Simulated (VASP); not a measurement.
# Si3C4 in VASP: a series of runs

Si3C4 is run at these levels: PBE; tasks: single point.

All numbers are computed with VASP 6.6.1; they aren't measurements. Logs are shortened: lines on timing, memory, paths and dates and some standing lists are left out, and cuts for length are marked.

### Step 1. The cell of the first run

The cell holds a slab with vacuum, 7 atoms: a = 3.097 Å, b = 3.097 Å, c = 20.970 Å, α = 90.00°, β = 90.00°, γ = 90.00°.

### Step 2. Single point, PBE, collinear spin

Contents of INCAR:

```
  PREC = Accurate
  ENCUT = 520
  EDIFF = 1E-6
  ISMEAR = 0
  SIGMA = 0.05
  LREAL = F
  LASPH = T
  NELM = 150
  ALGO = Normal
  ISIF = 2
  LWAVE = F
  LCHARG = F
  ISPIN = 2
  MAGMOM = 0 0 0 2 0 0 0
  LORBIT = 11
  LDIPOL = T
  IDIPOL = 3
  DIPOL = 0.5 0.5 0.345
  GGA = PE
  NBANDS = 27
```

Contents of KPOINTS:

```
Automatic mesh
0
Gamma
  9 9 1
```

Contents of POSCAR:

```
Si3C4
1.0
    3.0967390168      0.0000000000      0.0000000000
    0.0000000000      3.0967390168      0.0000000000
    0.0000000000      0.0000000000     20.9699133985
C Si
4 3
Direct
    0.0000000000      0.5000000000      0.1907494764
    0.5000000000      0.0000000000      0.2951717082
    0.0000000000      0.5000000000      0.3986724483
    1.0000000000      0.5000000000      0.4913089294
    0.5000000000      0.5000000000      0.2429605923
    0.0000000000      0.0000000000      0.3461922397
    0.5000000000      0.5000000000      0.4515952555
```

Potentials or basis: VASP PAW PBE potentials, release 64 (C, Si).

The run is started by

```
> cat potpaw_PBE.64/C/POTCAR potpaw_PBE.64/Si/POTCAR > POTCAR
> mpirun -np 1 vasp_std > vasp.out
```

OUTCAR:

```text
PREC = Accurate
   ENCUT = 520
   EDIFF = 1E-6
   ISMEAR = 0
   LREAL = F
   LASPH = T
   NELM = 150
   ISIF = 2
   ISPIN = 2
   LORBIT = 11
   GGA = PE

 ion  position               nearest neighbor table
   1  0.000  0.500  0.191-   5 1.90   5 1.90
   2  0.500  0.000  0.295-   6 1.88   6 1.88   5 1.90   5 1.90
   3  0.000  0.500  0.399-   6 1.90   6 1.90   7 1.91   7 1.91   4 1.94
   4  0.000  0.500  0.491-   7 1.76   7 1.76   3 1.94
   5  0.500  0.500  0.243-   1 1.90   2 1.90   2 1.90   1 1.90   6 3.08   6 3.08   6 3.08   6 3.08

   6  0.000  0.000  0.346-   2 1.88   2 1.88   3 1.90   3 1.90   5 3.08   5 3.08   5 3.08   5 3.08
                             7 3.11   7 3.11   7 3.11   7 3.11
   7  0.500  0.500  0.452-   4 1.76   4 1.76   3 1.91   3 1.91   6 3.11   6 3.11   6 3.11   6 3.11

  LATTYP: Found a simple tetragonal cell.
 ALAT       =     3.0967390168
 C/A-ratio  =     6.7716114547

  Lattice vectors:

 A1 = (   3.0967390168,   0.0000000000,   0.0000000000)
 A2 = (   0.0000000000,   3.0967390168,   0.0000000000)
 A3 = (   0.0000000000,   0.0000000000,  20.9699133985)

Analysis of symmetry for initial positions (statically):
=====================================================================
 Subroutine PRICEL returns:
 Original cell was already a primitive cell.

 Routine SETGRP: Setting up the symmetry group for a
 simple tetragonal supercell.

 Subroutine GETGRP returns: Found  4 space group operations
 (whereof  4 operations were pure point group operations)
 out of a pool of 16 trial point group operations.

The static configuration has the point symmetry C_2v.

Analysis of symmetry for dynamics (positions and initial velocities):
=====================================================================
 Subroutine PRICEL returns:
 Original cell was already a primitive cell.

 Routine SETGRP: Setting up the symmetry group for a
 simple tetragonal supercell.

 Subroutine GETGRP returns: Found  4 space group operations
 (whereof  4 operations were pure point group operations)
 out of a pool of 16 trial point group operations.

The dynamic configuration has the point symmetry C_2v.

Analysis of structural, dynamic, and magnetic symmetry:
=====================================================================
 Subroutine PRICEL returns:
 Original cell was already a primitive cell.

 Routine SETGRP: Setting up the symmetry group for a
 simple tetragonal supercell.

 Subroutine GETGRP returns: Found  4 space group operations
 (whereof  4 operations were pure point group operations)
 out of a pool of 16 trial point group operations.

The overall configuration has the point symmetry C_2v.

 Subroutine INISYM returns: Found  4 space group operations
 (whereof  4 operations are pure point group operations),
 and found     1 'primitive' translations

----------------------------------------------------------------------------------------

                                     Primitive cell

  volume of cell :     201.0971

  direct lattice vectors                    reciprocal lattice vectors
     3.096739017  0.000000000  0.000000000     0.322920335  0.000000000  0.000000000
     0.000000000  3.096739017  0.000000000     0.000000000  0.322920335  0.000000000
     0.000000000  0.000000000 20.969913399     0.000000000  0.000000000  0.047687369

  length of vectors
     3.096739017  3.096739017 20.969913399     0.322920335  0.322920335  0.047687369

  position of ions in fractional coordinates (direct lattice)
     0.000000000  0.500000000  0.190749476
     0.500000000  0.000000000  0.295171708
     0.000000000  0.500000000  0.398672448
     0.000000000  0.500000000  0.491308929
     0.500000000  0.500000000  0.242960592
     0.000000000  0.000000000  0.346192240
     0.500000000  0.500000000  0.451595256

  ion indices of the primitive-cell ions
[... 62 lines left out ...]
   number of dos      NEDOS =    301   number of ions     NIONS =      7
   total plane-waves  NPLWV =  92160
   dimension x,y,z NGX =    24 NGY =   24 NGZ =  160
   dimension x,y,z NGXF=    48 NGYF=   48 NGZF=  320
   ions per type =               4   3
   NGX,Y,Z   is equivalent  to a cutoff of  12.88, 12.88, 12.68 a.u.
   NGXF,Y,Z  is equivalent  to a cutoff of  25.77, 25.77, 25.37 a.u.
 SYSTEM =  unknown system
   PREC   = accura    normal or accurate (medium, high low for compatibility)
   ISTART =      0    job   : 0-new  1-cont  2-samecut
   ICHARG =      2    charge: 1-file 2-atom 10-const
   ISPIN  =      2    spin polarized calculation?
   LNONCOLLINEAR =      F non collinear calculations
   LSORBIT =      F    spin-orbit coupling
   LASPH  =      T    aspherical Exc in radial PAW
   ENCUT  =  520.0 eV  38.22 Ry    6.18 a.u.   5.76  5.76 38.99*2*pi/ulx,y,z
   NELM   =    150;   NELMIN=  2; NELMDL= -5     # of ELM steps
   EDIFF  = 0.1E-05   stopping-criterion for ELM
   LREAL  =      F    real-space projection
   EDIFFG = 0.1E-04   stopping-criterion for IOM
   NSW    =      0    number of steps for IOM
   IBRION =     -1    ionic relax: 0-MD 1-quasi-New 2-CG
   NFREE  =      0    steps in history (QN), initial steepest desc. (CG)
   ISIF   =      2    stress and relaxation
   ISYM   =      2    0-nonsym 1-usesym 2-fastsym
   POTIM  = 0.5000    time-step for ionic-motion
   TEBEG  =    0.0;   TEEND  =   0.0 temperature during run
   PSTRESS=    0.0 pullay stress
   NELECT =      28.0000    total number of electrons
   NUPDOWN=      -1.0000    fix difference up-down
   EMIN   =  10.00;   EMAX   =-10.00  energy-range for DOS
   EFERMI =   0.00;   METHOD = LEGACY
   ISMEAR =     0;   SIGMA  =   0.05  broadening in eV -4-tet -1-fermi 0-gaus
   EFERMI_NEDOS =   21; number of points for ismear=-14 and -15
   IALGO  =     38    algorithm
   IMIX   =      4    mixing-type and parameters
     AMIX     =   0.40;   BMIX     =  1.00
     AMIX_MAG =   1.60;   BMIX_MAG =  1.00
  volume/ion in A,a.u.               =      28.73       193.87
  Fermi-wavevector in a.u.,A,eV,Ry     =   0.848514  1.603459  9.795863  0.719976
  Thomas-Fermi vector in A             =   1.964189
   LORBIT       =     11    0 simple, 1 ext, 2 COOP (PROOUT), +10 PAW based schemes
   GGA     = PE    functional components
   LHFCALC =     F    Hartree Fock is set to
   AEXX    =    0.0000 exact exchange contribution
   IVDW    =     0    specifies the selected vdW correction
   LEPSILON=     F    determine dielectric tensor
   LRPA    =     F    only Hartree local field effects (RPA)
 spin polarized calculation
 Gauss-broadening in eV      SIGMA  =   0.05
  energy-cutoff  :      520.00
  volume of cell :      201.10
 maximum number of plane-waves:      5438
   NGX = 11   NGY = 11   NGZ = 77

 dipolmoment           0.000000      0.000000      0.303446 electrons x Angstroem

 number of electron      27.9999997 magnetization       0.0274727

 number of electron      27.9999997 magnetization      -0.8023620

 dipolmoment           0.000000      0.000000     -0.077865 electrons x Angstroem

 Free energy of the ion-electron system (eV)
  ---------------------------------------------------
  ext. energy  EPLUGINS =         0.00000000
  ---------------------------------------------------
  free energy    TOTEN  =       -45.15713597 eV

  energy without entropy =      -45.15435071  energy(sigma->0) =      -45.15574334

 E-fermi :  -0.8630     XC(G=0):  -4.7939

 val. band max:       -0.8709120154   @ k =   0.0000   0.1111   0.0000
 cond. band min:      -0.8387124711   @ k =   0.2222   0.2222   0.0000
 fundamental gap:      0.0321995443
 Fermi energy:        -0.8629793030

 spin component 1

 k-point     1 :       0.0000    0.0000    0.0000
  band No.  band energies     occupation
      1     -17.4912      1.00000
      2     -15.7029      1.00000
      3     -12.9319      1.00000
      4     -11.0266      1.00000
      5      -6.9247      1.00000
      6      -5.7953      1.00000
[... 685 lines left out ...]
     25       8.9243      0.00000
     26       9.2345      0.00000

 [... further k-points ...]

 spin component 2

 k-point     1 :       0.0000    0.0000    0.0000
  band No.  band energies     occupation
      1     -17.5100      1.00000
      2     -15.7938      1.00000
      3     -13.1175      1.00000
      4     -11.2796      1.00000
      5      -7.0781      1.00000
      6      -5.8070      1.00000
[... 685 lines left out ...]
     25       8.8360      0.00000
     26       9.1518      0.00000

 [... further k-points ...]

 [bands above 26 left out]

------------------------ aborting loop because EDIFF is reached ----------------------------------------

 vacuum level on the upper side and lower side of the slab       (xc-potential included)        -0.717         0.716

  FORCE on cell =-STRESS in cart. coord.  units (eV):
  Direction    XX          YY          ZZ          XY          YZ          ZX
  --------------------------------------------------------------------------------------
  -------------------------------------------------------------------------------------
  Total        5.8416953     -2.5245910     -0.4750808      0.0000000      0.0000000      0.0000000
  in kB       46.5418492    -20.1138757     -3.7850549      0.0000000      0.0000000      0.0000000
  external PRESSURE =       7.5476395 kB  Pullay stress =       0.0000000 kB

 VOLUME and BASIS-vectors are now :
 -----------------------------------------------------------------------------
  energy-cutoff  :      520.00
  volume of cell :      201.10
      direct lattice vectors                 reciprocal lattice vectors
     3.096739017  0.000000000  0.000000000     0.322920335  0.000000000  0.000000000
     0.000000000  3.096739017  0.000000000     0.000000000  0.322920335  0.000000000
     0.000000000  0.000000000 20.969913399     0.000000000  0.000000000  0.047687369

 POSITION                                       TOTAL-FORCE (eV/Angst)
 -----------------------------------------------------------------------------------
      0.00000      1.54837      4.00000         0.000000      0.000000      2.138347
      1.54837      0.00000      6.18973         0.000000      0.000000      0.399434
      0.00000      1.54837      8.36013         0.000000      0.000000     -0.881687
      0.00000      1.54837     10.30271         0.000000      0.000000     -0.000207
      1.54837      1.54837      5.09486         0.000000      0.000000     -2.658271
      0.00000      0.00000      7.25962         0.000000      0.000000      0.023766
      1.54837      1.54837      9.46991         0.000000      0.000000      0.978618
 -----------------------------------------------------------------------------------
    total drift:                               -0.000000      0.000000     -0.000238

  FREE ENERGIE OF THE ION-ELECTRON SYSTEM (eV)
  ---------------------------------------------------
  free  energy   TOTEN  =       -45.1571359746 eV

  energy  without entropy=      -45.1543507134  energy(sigma->0) =      -45.15574334

 vacuum level on the upper side and lower side of the slab         4.321         5.789

 total charge

# of ion       s       p       d       tot
------------------------------------------
    1        0.913   1.322   0.000   2.235
    2        0.848   1.679   0.000   2.528
    3        0.850   1.644   0.000   2.493
    4        0.969   1.393   0.000   2.362
    5        0.709   0.951   0.000   1.660
    6        0.718   0.947   0.000   1.665
    7        0.689   1.010   0.000   1.699
--------------------------------------------------
tot          5.695   8.947   0.000  14.642

 magnetization (x)

# of ion       s       p       d       tot
------------------------------------------
    1       -0.056  -0.286   0.000  -0.342
    2       -0.004  -0.039   0.000  -0.043
    3        0.000  -0.007   0.000  -0.007
    4       -0.000  -0.009   0.000  -0.009
    5       -0.003  -0.016   0.000  -0.019
    6       -0.002  -0.007   0.000  -0.009
    7        0.000  -0.002   0.000  -0.002
--------------------------------------------------
tot         -0.066  -0.366   0.000  -0.431
```

It took 4.8 min on 1 thread of Intel Xeon Platinum 8559C (Emerald Rapids), shared host; peak memory 0.47 GiB.

What came out:

```yaml
Free_energy: -45.1571 eV
Largest_force: 2.658 eV/Å
Net_moment: -0.80 μB per cell
Site_moments: C -0.34, -0.04, -0.01 (each value once); Si -0.02, -0.01, -0.00 μB
Valence_electrons_inside_the_program's_atomic_spheres: C 2.23, 2.53, 2.49, 2.36; Si 1.66, 1.67, 1.70
```

Forces in eV/Å, atoms in the order of the input:
```
C    0.000  0.000  2.138
C    0.000  0.000  0.399
C    0.000  0.000 -0.882
C    0.000  0.000  0.000
Si   0.000  0.000 -2.658
Si   0.000  0.000  0.024
Si   0.000  0.000  0.979
```

### Step 3. Single point, PBE, collinear spin

Contents of INCAR:

```
SYSTEM = Si3C4
PREC = Accurate
ENCUT = 520
EDIFF = 1E-7
ISMEAR = 0
SIGMA = 0.05
LREAL = .False.
LASPH = .True.
NELM = 150
ALGO = Normal
ISIF = 2
LWAVE = .False.
LCHARG = .False.
ISPIN = 2
MAGMOM = 0 0 0 2 0 0 0
LORBIT = 11
LDIPOL = .True.
IDIPOL = 3
DIPOL = 0.5 0.5 0.344
GGA = PE
NBANDS = 27
```

Contents of KPOINTS:

```
Automatic mesh
0
Gamma
  9 9 1
  0 0 0
```

POSCAR: that of step 2 with these lines changed.

```diff
@@ -11,3 +11,3 @@
     0.0000000000      0.5000000000      0.3986724483
-    1.0000000000      0.5000000000      0.4913089294
+    1.0000000000      1.0000000000      0.4847204017
     0.5000000000      0.5000000000      0.2429605923
```

Potentials or basis: VASP PAW PBE potentials, release 64 (C, Si).

The run is started by

```
> cat potpaw_PBE.64/C/POTCAR potpaw_PBE.64/Si/POTCAR > POTCAR
> mpirun -np 1 vasp_std > vasp.out
```

Run time: 5.9 min. Hardware: 1 thread of Intel Xeon Platinum 8559C (Emerald Rapids), shared host; peak memory 0.46 GiB.

It converged, with:

```yaml
Free_energy: -44.0649 eV
Largest_force: 2.680 eV/Å
Band_gap_on_the_k_mesh: zero (filled and empty bands overlap)
Net_moment: 0.00 μB per cell
Valence_electrons_inside_the_program's_atomic_spheres: C 2.23, 2.52, 2.50, 2.12; Si 1.67, 1.52 (each value once)
```

Forces on the atoms (eV/Å):
```
C    0.000  0.000  1.974
C    0.000  0.000  0.411
C    0.000  0.000 -1.909
C    0.000  0.000  0.107
Si   0.000  0.000 -2.263
Si   0.000  0.000 -1.001
Si   0.000  0.000  2.680
```

Levels at points of the mesh, in eV from the Fermi level:
Spin up:
```csv
k point,band 11,band 12,band 13,band 14,band 15,band 16,band 17,band 18
"(0.00, 0.00, 0.00)",-0.60,-0.59,-0.26,-0.14,0.31,1.03,1.68,1.79
```
Spin down:
```csv
k point,band 11,band 12,band 13,band 14,band 15,band 16,band 17,band 18
"(0.00, 0.00, 0.00)",-0.60,-0.59,-0.26,-0.14,0.31,1.03,1.68,1.79
```
